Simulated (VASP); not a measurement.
# VWC2 (R-3m) in VASP: notebook

Aim: see how the results for VWC2 move with the level of theory and the settings. Levels: PBEsol, PBEsol+D3(BJ), LDA. Tasks: relaxation of cell and atoms, single point.

All numbers are computed with VASP 6.6.1; they aren't measurements. Logs are shortened: lines on timing, memory, paths and dates and some standing lists are left out, and cuts for length are marked.

**1. The cell of the first run**

Symmetry: R-3m, No. 166, trigonal system. The conventional cell has a = 3.034 Å, b = 3.034 Å, c = 14.802 Å, α = 90.00°, β = 90.00°, γ = 120.00°. W (site symmetry -3m) has 6 C at 2.17 Å within 2.9 Å. V (site symmetry -3m) has 6 C at 2.11 Å within 2.8 Å. Within 2.8 Å of C (site symmetry 3m) lie 3 V at 2.11 Å and 3 W at 2.17 Å.

**2. Relaxation of cell and atoms, PBEsol, collinear spin, ferromagnetic start**

INCAR

```
SYSTEM = VWC2
  PREC = Accurate
  ENCUT = 600
  EDIFF = 1E-6
  ISMEAR = -1
  SIGMA = 0.05
  LREAL = .FALSE.
  LASPH = .TRUE.
  NELM = 150
  ALGO = Normal
  ISIF = 3
  LWAVE = .FALSE.
  LCHARG = .FALSE.
  ISPIN = 2
  MAGMOM = 0 2 0 0
  LORBIT = 11
  LMAXMIX = 4
  GGA = PS
  IBRION = 2
  NSW = 60
  EDIFFG = -0.01
```

KPOINTS

```
Automatic mesh
0
G
  10 10 10
  0 0 0
```

POSCAR

```
VWC2
1.0
    1.5170411163      0.8758640969      4.9338931930
   -1.5170411163      0.8758640969      4.9338931930
    0.0000000000     -1.7517281937      4.9338931930
W V C
1 1 2
Direct
    0.0000000000      0.0000000000      0.0000000000
    0.5000000000      0.5000000000      0.5000000000
    0.2464940000      0.2464940000      0.2464940000
    0.7535060000      0.7535060000      0.7535060000
```

Potentials or basis: VASP PAW PBE potentials, release 64 (W_sv, V_sv, C).

Launch:

```console
> cat potpaw_PBE.64/W_sv/POTCAR potpaw_PBE.64/V_sv/POTCAR potpaw_PBE.64/C/POTCAR > POTCAR
> mpirun -np 1 vasp_std > vasp.out
```

OUTCAR:

```text
SYSTEM = VWC2
   PREC = Accurate
   ENCUT = 600
   EDIFF = 1E-6
   ISMEAR = -1
   LREAL = .FALSE.
   LASPH = .TRUE.
   NELM = 150
   ISIF = 3
   ISPIN = 2
   LORBIT = 11
   GGA = PS
   IBRION = 2
   NSW = 60
   EDIFFG = -0.01

 ion  position               nearest neighbor table
   1  0.000  0.000  0.000-   4 2.17   3 2.17   4 2.17   4 2.17   3 2.17   3 2.17   2 3.03   2 3.03
                             2 3.03   2 3.03   2 3.03   2 3.03
   2  0.500  0.500  0.500-   3 2.11   4 2.11   3 2.11   3 2.11   4 2.11   4 2.11   1 3.03   1 3.03
                             1 3.03   1 3.03   1 3.03   1 3.03
   3  0.246  0.246  0.246-   2 2.11   2 2.11   2 2.11   1 2.17   1 2.17   1 2.17
   4  0.754  0.754  0.754-   2 2.11   2 2.11   2 2.11   1 2.17   1 2.17   1 2.17

  LATTYP: Found a trigonal (rhomboedric) cell.
 ALAT       =     5.2356330758
 COS(alpha) =     0.8320862373

  Lattice vectors:

 A1 = (   1.5170411163,   0.8758640969,   4.9338931930)
 A2 = (  -1.5170411163,   0.8758640969,   4.9338931930)
 A3 = (   0.0000000000,  -1.7517281937,   4.9338931930)

Analysis of symmetry for initial positions (statically):
=====================================================================
 Subroutine PRICEL returns:
 Original cell was already a primitive cell.

 Routine SETGRP: Setting up the symmetry group for a
 trigonal (rhombohedral) supercell.

 Subroutine GETGRP returns: Found 12 space group operations
 (whereof 12 operations were pure point group operations)
 out of a pool of 12 trial point group operations.

The static configuration has the point symmetry D_3d.

Analysis of symmetry for dynamics (positions and initial velocities):
=====================================================================
 Subroutine PRICEL returns:
 Original cell was already a primitive cell.

 Routine SETGRP: Setting up the symmetry group for a
 trigonal (rhombohedral) supercell.

 Subroutine GETGRP returns: Found 12 space group operations
 (whereof 12 operations were pure point group operations)
 out of a pool of 12 trial point group operations.

The dynamic configuration has the point symmetry D_3d.

Analysis of structural, dynamic, and magnetic symmetry:
=====================================================================
 Subroutine PRICEL returns:
 Original cell was already a primitive cell.

 Routine SETGRP: Setting up the symmetry group for a
 trigonal (rhombohedral) supercell.

 Subroutine GETGRP returns: Found 12 space group operations
 (whereof 12 operations were pure point group operations)
 out of a pool of 12 trial point group operations.

The overall configuration has the point symmetry D_3d.

 Subroutine INISYM returns: Found 12 space group operations
 (whereof 12 operations are pure point group operations),
 and found     1 'primitive' translations

----------------------------------------------------------------------------------------
[... 122 lines left out ...]
   GGA     = PS    functional components
   LHFCALC =     F    Hartree Fock is set to
   AEXX    =    0.0000 exact exchange contribution
   IVDW    =     0    specifies the selected vdW correction
   LEPSILON=     F    determine dielectric tensor
   LRPA    =     F    only Hartree local field effects (RPA)
 conjugate gradient relaxation of ions
 spin polarized calculation
  energy-cutoff  :      600.00
  volume of cell :       39.33
 maximum number of plane-waves:      1332
 NGX is ok and might be reduce to    42
   NGX = 21   NGY = 21   NGZ = 21

--------------------------------------- Ionic step        1  -------------------------------------------

 number of electron      35.0000001 magnetization       0.0299989

 number of electron      35.0000000 magnetization      -0.0001184

 Free energy of the ion-electron system (eV)
  ---------------------------------------------------
  ext. energy  EPLUGINS =         0.00000000
  ---------------------------------------------------
  free energy    TOTEN  =       -43.44730552 eV

  energy without entropy =      -43.42677260  energy(sigma->0) =      -43.43703906

------------------------ aborting loop because EDIFF is reached ----------------------------------------

  FORCE on cell =-STRESS in cart. coord.  units (eV):
  Direction    XX          YY          ZZ          XY          YZ          ZX
  --------------------------------------------------------------------------------------
  -------------------------------------------------------------------------------------
  Total       -2.4048715     -2.4048715     -2.5119405      0.0000000     -0.0000000     -0.0000000
  in kB      -97.9551763    -97.9551763   -102.3163083      0.0000000     -0.0000000     -0.0000000
  external PRESSURE =     -99.4088869 kB  Pullay stress =       0.0000000 kB
[... 223 lines left out ...]
--------------------------------------- Ionic step        7  -------------------------------------------

 number of electron      35.0000003 magnetization      -0.0000001

 Free energy of the ion-electron system (eV)
  ---------------------------------------------------
  ext. energy  EPLUGINS =         0.00000000
  ---------------------------------------------------
  free energy    TOTEN  =       -43.48360981 eV

  energy without entropy =      -43.46411540  energy(sigma->0) =      -43.47386260

 E-fermi :  11.9811     XC(G=0): -13.8622

 val. band max:       11.9695027397   @ k =   0.0000   0.0000   0.0000
 cond. band min:      12.0119864094   @ k =   0.3000   0.2000   0.1000
 fundamental gap:      0.0424836697
 Fermi energy:        11.9810507663

 spin component 1

 k-point     1 :       0.0000    0.0000    0.0000
  band No.  band energies     occupation
      1     -63.0964      1.00000
      2     -52.8609      1.00000
      3     -27.5439      1.00000
      4     -27.1236      1.00000
      5     -27.1236      1.00000
      6     -26.7872      1.00000
[... 589 lines left out ...]
     21      13.6963      0.00000
     22      14.5152      0.00000

 [... further k-points ...]

 spin component 2

 k-point     1 :       0.0000    0.0000    0.0000
  band No.  band energies     occupation
      1     -63.0964      1.00000
      2     -52.8609      1.00000
      3     -27.5439      1.00000
      4     -27.1236      1.00000
      5     -27.1236      1.00000
      6     -26.7872      1.00000
[... 622 lines left out ...]
  FREE ENERGIE OF THE ION-ELECTRON SYSTEM (eV)
  ---------------------------------------------------
  free  energy   TOTEN  =       -43.4836098065 eV

  energy  without entropy=      -43.4641153954  energy(sigma->0) =      -43.47386260

 reached required accuracy - stopping structural energy minimisation

 total charge

# of ion       s       p       d       tot
------------------------------------------
    1        2.332   6.419   3.454  12.205
    2        2.254   6.312   3.191  11.757
    3        0.871   1.564   0.000   2.435
    4        0.871   1.564   0.000   2.435
--------------------------------------------------
tot          6.329  15.858   6.645  28.832

 magnetization (x)

# of ion       s       p       d       tot
------------------------------------------
    1        0.000  -0.000   0.000   0.000
    2        0.000   0.000   0.000   0.000
    3       -0.000  -0.000   0.000  -0.000
    4       -0.000  -0.000   0.000  -0.000
--------------------------------------------------
tot         -0.000  -0.000   0.000   0.000
```

OSZICAR:

```text
N       E                     dE             d eps       ncg     rms          rms(c)
DAV:   1     0.390418094344E+03    0.39042E+03   -0.20780E+04 10224   0.195E+03
DAV:   2    -0.251142526266E+02   -0.41553E+03   -0.40637E+03 10636   0.557E+02
[... 62 lines left out ...]
DAV:   5    -0.434836087611E+02    0.70856E-06   -0.26154E-05 11386   0.447E-02    0.158E-02
DAV:   6    -0.434836084811E+02    0.27997E-06   -0.10849E-06  7306   0.929E-03
   6 F= -.43483608E+02 E0= -.43473858E+02  d E =-.366472E-03  mag=    -0.0000
       N       E                     dE             d eps       ncg     rms          rms(c)
DAV:   1    -0.434836099923E+02   -0.12312E-05   -0.12799E-04 10208   0.996E-02    0.858E-03
DAV:   2    -0.434836098065E+02    0.18577E-06   -0.71382E-06 10774   0.217E-02
   7 F= -.43483610E+02 E0= -.43473863E+02  d E =-.367797E-03  mag=     0.0000
```

CONTCAR:

```text
VWC2
   1.00000000000000
     1.5028794581511611    0.8676878597549307    4.8778489985271491
    -1.5028794581511611    0.8676878597549307    4.8778489985271491
    -0.0000000000000000   -1.7353757194119315    4.8778489985273508
  W               V               C
     1     1     2
Direct
     0.0000000000000000    0.0000000000000000    0.0000000000000000
     0.5000000000000000    0.5000000000000000    0.5000000000000000
     0.2463428521470720    0.2463428521470720    0.2463428521470723
     0.7536571478529279    0.7536571478529279    0.7536571478529276

  0.00000000E+00  0.00000000E+00  0.00000000E+00
  0.00000000E+00  0.00000000E+00  0.00000000E+00
  0.00000000E+00  0.00000000E+00  0.00000000E+00
  0.00000000E+00  0.00000000E+00  0.00000000E+00
```

It took 20 min on 1 thread of Intel Xeon 6975P-C (Granite Rapids), shared host; peak memory 0.49 GiB.

Results:

```
Free energy                                           : -43.4836 eV
Relaxed volume                                        : 9.54 Å³/atom
Relaxed cell                                          : a = 5.177 Å, b = 5.177 Å, c = 5.177 Å, α = 33.75°, β = 33.75°, γ = 33.75°
Space group after relaxing (to 0.1 Å)                 : R-3m (No. 166)
Energy gained by relaxing                             : 9.1 meV/atom
Ionic steps                                           : 7
Pressure after relaxing                               : 0.1 GPa
Net moment                                            : 0.00 μB per cell
Valence electrons inside the program's atomic spheres : W 12.21; V 11.76; C 2.44
```

Forces in eV/Å, atoms in the order of the input:
```
W    0.000  0.000  0.000
V    0.000  0.000  0.000
C    0.000  0.000 -0.003
C    0.000  0.000  0.003
```

The path:
```
step  energy change (eV)  largest force (eV/Å)  pressure (GPa)  volume (Å³)
   1              0.0000                0.0888           -9.94        39.33
   2              0.1312                0.4920           24.99        35.96
   3             -0.0359                0.0767           -0.22        38.23
   4             -0.0360                0.0797           -0.06        38.21
   5             -0.0359                0.0833            0.15        38.19
   6             -0.0363                0.0060            0.24        38.17
   7             -0.0363                0.0026            0.13        38.17
```

Final structure:
```cif
data_structure
_symmetry_space_group_name_H-M 'P 1'
_symmetry_Int_Tables_number 1
_cell_length_a 5.1773
_cell_length_b 5.1773
_cell_length_c 5.1773
_cell_angle_alpha 33.749
_cell_angle_beta 33.749
_cell_angle_gamma 33.749
_cell_volume 38.17
loop_
_atom_site_label
_atom_site_type_symbol
_atom_site_fract_x
_atom_site_fract_y
_atom_site_fract_z
_atom_site_occupancy
W1 W 0.00000 0.00000 0.00000 1
V1 V 0.50000 0.50000 0.50000 1
C1 C 0.24634 0.24634 0.24634 1
C2 C 0.75366 0.75366 0.75366 1
```

Levels at points of the mesh, in eV from the Fermi level:
Spin up:
```tsv
k point	band 14	band 15	band 16	band 17	band 18	band 19	band 20	band 21	band 22
(0.00, 0.00, 0.00)	-1.93	-1.93	-1.83	-0.47	-0.47	-0.09	-0.09	-0.01	1.15
(0.50, 0.00, 0.00)	-4.81	-4.65	-3.83	-0.86	-0.57	0.94	1.60	2.23	3.17
(0.50, 0.50, 0.00)	-5.32	-4.63	-1.84	-1.78	0.73	0.96	1.05	1.74	2.43
(0.50, 0.50, 0.50)	-4.82	-3.80	-3.80	-0.60	-0.60	-0.38	-0.38	0.65	1.26
```
Spin down:
| k point | band 15 | band 16 | band 17 | band 18 | band 19 | band 20 | band 21 | band 22 |
| --- | --- | --- | --- | --- | --- | --- | --- | --- |
| (0.00, 0.00, 0.00) | -1.93 | -1.83 | -0.47 | -0.47 | -0.09 | -0.09 | -0.01 | 1.15 |
| (0.50, 0.00, 0.00) | -4.65 | -3.83 | -0.86 | -0.57 | 0.94 | 1.60 | 2.23 | 3.17 |
| (0.50, 0.50, 0.00) | -4.63 | -1.84 | -1.78 | 0.73 | 0.96 | 1.05 | 1.74 | 2.43 |
| (0.50, 0.50, 0.50) | -3.80 | -3.80 | -0.60 | -0.60 | -0.38 | -0.38 | 0.65 | 1.26 |

Caveat: the moments typed at the start vanished in this run; the PAW data sets were made with another functional, which shifts forces and pressure a little; spin-orbit coupling is left out, which moves the levels of the heavy elements.

**3. Relaxation of cell and atoms, PBEsol+D3(BJ), collinear spin, ferromagnetic start**

INCAR

```
SYSTEM = VWC2
ALGO = Normal
EDIFF = 1E-6
EDIFFG = -0.01
ENCUT = 600
GGA = PS
IBRION = 2
ISIF = 3
ISMEAR = -1
ISPIN = 2
IVDW = 12
LASPH = .TRUE.
LCHARG = .FALSE.
LMAXMIX = 4
LORBIT = 11
LREAL = .FALSE.
LWAVE = .FALSE.
MAGMOM = 0 2 0 0
NELM = 150
NSW = 60
PREC = Accurate
SIGMA = 0.05
```

KPOINTS

```
k-points
0
G
  10 10 10
  0 0 0
```

POSCAR is that of step 2.

Potentials or basis: VASP PAW PBE potentials, release 64 (W_sv, V_sv, C).

Launch:

```console
> cat potpaw_PBE.64/W_sv/POTCAR potpaw_PBE.64/V_sv/POTCAR potpaw_PBE.64/C/POTCAR > POTCAR
> mpirun -np 1 vasp_std > vasp.out
```

Wall time 65 min (1 thread of Oxide Virtual Turin-like, shared host); peak memory 0.46 GiB.

It converged, with:

```yaml
Free_energy: -45.2382 eV
Relaxed_volume: 9.35 Å³/atom
Relaxed_cell: a = 5.142 Å, b = 5.142 Å, c = 5.142 Å, α = 33.76°, β = 33.76°, γ = 33.76°
Space_group_after_relaxing_to_0.1_Å: R-3m (No. 166)
Energy_gained_by_relaxing: 26.4 meV/atom
Ionic_steps: 9
Pressure_after_relaxing: 0.0 GPa
Net_moment: 0.00 μB per cell
Valence_electrons_inside_the_program's_atomic_spheres: W 12.26; V 11.81; C 2.45
Dispersion_energy_per_atom: -0.443 eV
```

Step by step:
```csv
step,energy change (eV),largest force (eV/Å),pressure (GPa),volume (Å³)
1,0.0000,0.0895,-16.85,39.33
2,0.4191,0.9230,49.29,33.73
3,-0.1038,0.1723,-0.72,37.51
4,-0.1039,0.1818,-0.16,37.45
5,-0.1039,0.1879,0.23,37.41
6,-0.1054,0.0028,0.32,37.37
7,-0.1054,0.0045,0.35,37.37
8,-0.1053,0.0122,-0.65,37.47
9,-0.1054,0.0015,-0.05,37.41
```

Final structure:
```
W V C
1.0
     1.49303    0.86200    4.84397
    -1.49303    0.86200    4.84397
     0.00000   -1.72401    4.84397
W V C
1 1 2
Direct
  0.00000 0.00000 0.00000
  0.50000 0.50000 0.50000
  0.24605 0.24605 0.24605
  0.75395 0.75395 0.75395
```

Levels at points of the mesh, in eV from the Fermi level:
Spin up:
```
           k point  band 14  band 15  band 16  band 17  band 18  band 19  band 20  band 21  band 22
(0.00, 0.00, 0.00)    -1.99    -1.99    -1.89    -0.48    -0.48    -0.10    -0.10    -0.02     1.19
(0.50, 0.00, 0.00)    -4.89    -4.73    -3.92    -0.88    -0.58     0.97     1.64     2.31     3.29
(0.50, 0.50, 0.00)    -5.37    -4.77    -1.87    -1.79     0.75     1.00     1.09     1.80     2.51
(0.50, 0.50, 0.50)    -4.91    -3.92    -3.92    -0.61    -0.61    -0.40    -0.40     0.68     1.28
```
Spin down:
| k point | band 16 | band 17 | band 18 | band 19 | band 20 | band 21 |
| --- | --- | --- | --- | --- | --- | --- |
| (0.00, 0.00, 0.00) | -1.89 | -0.48 | -0.48 | -0.10 | -0.10 | -0.02 |
| (0.50, 0.00, 0.00) | -3.92 | -0.88 | -0.58 | 0.97 | 1.64 | 2.31 |
| (0.50, 0.50, 0.00) | -1.87 | -1.79 | 0.75 | 1.00 | 1.09 | 1.80 |
| (0.50, 0.50, 0.50) | -3.92 | -0.61 | -0.61 | -0.40 | -0.40 | 0.68 |

Caveat: the moments typed at the start vanished in this run; the PAW data sets were made with another functional, which shifts forces and pressure a little; spin-orbit coupling is left out, which moves the levels of the heavy elements.

**4. Single point, LDA, collinear spin, ferromagnetic start**

This run uses another cell than the first one, of 9.44 Å³/atom.

INCAR

```
SYSTEM = VWC2
  PREC = Accurate
  ENCUT = 520
  EDIFF = 1E-7
  ISMEAR = -1
  SIGMA = 0.05
  LREAL = .FALSE.
  LASPH = .TRUE.
  NELM = 150
  ALGO = Normal
  ISIF = 2
  LWAVE = .FALSE.
  LCHARG = .TRUE.
  ISPIN = 2
  MAGMOM = 0 2 0 0
  LORBIT = 11
  LMAXMIX = 4
  GGA = CA
  LELF = .TRUE.
  LVHAR = .TRUE.
  NBANDS = 30
```

KPOINTS

```
regular mesh
0
G
  10 10 10
  0 0 0
```

POSCAR

```
VWC2
1.0
    1.4965380473      0.8640266445      4.8672107864
   -1.4965380473      0.8640266445      4.8672107864
    0.0000000000     -1.7280532889      4.8672107864
W V C
1 1 2
Direct
    0.0000000000      0.0000000000      0.0000000000
    0.5000000000      0.5000000000      0.5000000000
    0.2464940000      0.2464940000      0.2464940000
    0.7535060000      0.7535060000      0.7535060000
```

Potentials or basis: VASP PAW LDA potentials, release 64 (W_sv, V_sv, C).

Launch:

```console
> cat potpaw_LDA.64/W_sv/POTCAR potpaw_LDA.64/V_sv/POTCAR potpaw_LDA.64/C/POTCAR > POTCAR
> mpirun -np 1 vasp_std > vasp.out
```

Wall time 18 min (1 thread of Oxide Virtual Turin-like, shared host); peak memory 0.33 GiB.

The run converged. Its results:

| Quantity | Value |
| --- | --- |
| Free energy | -45.0980 eV |
| Pressure | -1.4 GPa |
| Largest force | 0.109 eV/Å |
| Net moment | 0.00 μB per cell |
| Valence electrons inside the program's atomic spheres | W 12.25; V 11.80; C 2.45 |

Forces in eV/Å, atoms in the order of the input:
```
W    0.000  0.000  0.000
V    0.000  0.000  0.000
C    0.000  0.000 -0.109
C    0.000  0.000  0.109
```

Stress tensor (GPa, compression positive):
```
-1.14  0.00  0.00
 0.00 -1.14  0.00
 0.00  0.00 -1.98
```

Levels at points of the mesh, in eV from the Fermi level:
Spin up:
| k point | band 16 | band 17 | band 18 | band 19 | band 20 | band 21 |
| --- | --- | --- | --- | --- | --- | --- |
| (0.00, 0.00, 0.00) | -1.87 | -0.48 | -0.48 | -0.09 | -0.09 | -0.04 |
| (0.50, 0.00, 0.00) | -3.84 | -0.85 | -0.58 | 0.96 | 1.63 | 2.25 |
| (0.50, 0.50, 0.00) | -1.81 | -1.76 | 0.74 | 0.97 | 1.05 | 1.75 |
| (0.50, 0.50, 0.50) | -3.82 | -0.61 | -0.61 | -0.39 | -0.39 | 0.66 |
Spin down:
| k point | band 16 | band 17 | band 18 | band 19 | band 20 | band 21 |
| --- | --- | --- | --- | --- | --- | --- |
| (0.00, 0.00, 0.00) | -1.87 | -0.48 | -0.48 | -0.09 | -0.09 | -0.04 |
| (0.50, 0.00, 0.00) | -3.84 | -0.85 | -0.58 | 0.96 | 1.63 | 2.25 |
| (0.50, 0.50, 0.00) | -1.81 | -1.76 | 0.74 | 0.97 | 1.05 | 1.75 |
| (0.50, 0.50, 0.50) | -3.82 | -0.61 | -0.61 | -0.39 | -0.39 | 0.66 |

Caveat: the moments typed at the start vanished in this run; spin-orbit coupling is left out, which moves the levels of the heavy elements.

(Continued in part 2 of 2.)
